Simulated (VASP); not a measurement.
# ScGaTe3: single point with PBE

Crystal: ScGaTe3.

```
Sc Ga Te
1.0
     3.51594    2.02993    3.96638
    -3.51594    2.02993    3.96638
     0.00000   -4.05986    3.96638
Sc Ga Te
1 1 3
Direct
  0.00000 0.00000 0.00000
  0.50000 0.50000 0.50000
  0.00000 0.00000 0.50000
  0.50000 0.00000 0.00000
  0.00000 0.50000 0.00000
```

```yaml
Program: VASP 6.6.1
Task: single point
Functional: PBE
Potentials_or_basis: VASP PAW PBE potentials, release 64 (Sc_sv, Ga_d, Te)
Cutoff: 520 eV
k_mesh: 3 × 3 × 3
Occupations: gaussian, width 0.1 eV
Spin: collinear spin, ferromagnetic start
Starting_moments: "[1.0, 0.0, 0.0, 0.0, 0.0] μB"
```

```json
{
 "Pressure": "0.0 GPa",
 "Band gap on the k mesh": "zero (filled and empty bands overlap)",
 "Net moment": "0.00 μB per cell",
 "Valence electrons inside the program's atomic spheres": "Sc 9.40; Ga 11.34; Te 3.38"
}
```

Stress tensor (GPa, compression positive):
```
-0.03  0.00  0.00
 0.00 -0.03  0.00
 0.00  0.00  0.18
```

Levels at points of the mesh, in eV from the Fermi level:
Spin up:
| k point | band 18 | band 19 | band 20 | band 21 | band 22 | band 23 | band 24 | band 25 |
| --- | --- | --- | --- | --- | --- | --- | --- | --- |
| (0.00, 0.00, 0.00) | -1.76 | -1.67 | 0.29 | 0.52 | 0.59 | 0.59 | 0.79 | 0.79 |
Spin down:
| k point | band 17 | band 18 | band 19 | band 20 | band 21 | band 22 | band 23 | band 24 | band 25 | band 26 |
| --- | --- | --- | --- | --- | --- | --- | --- | --- | --- | --- |
| (0.00, 0.00, 0.00) | -1.76 | -1.76 | -1.67 | 0.29 | 0.52 | 0.59 | 0.59 | 0.79 | 0.79 | 1.66 |

Run time: 54 s on 1 thread of AMD EPYC 9R45 96-Core Processor (Zen 5), on a shared host, peak memory 0.3 GiB.

Caveat: the k points lie up to 0.39 Å⁻¹ apart; spin-orbit coupling is left out, which moves the levels of the heavy elements.
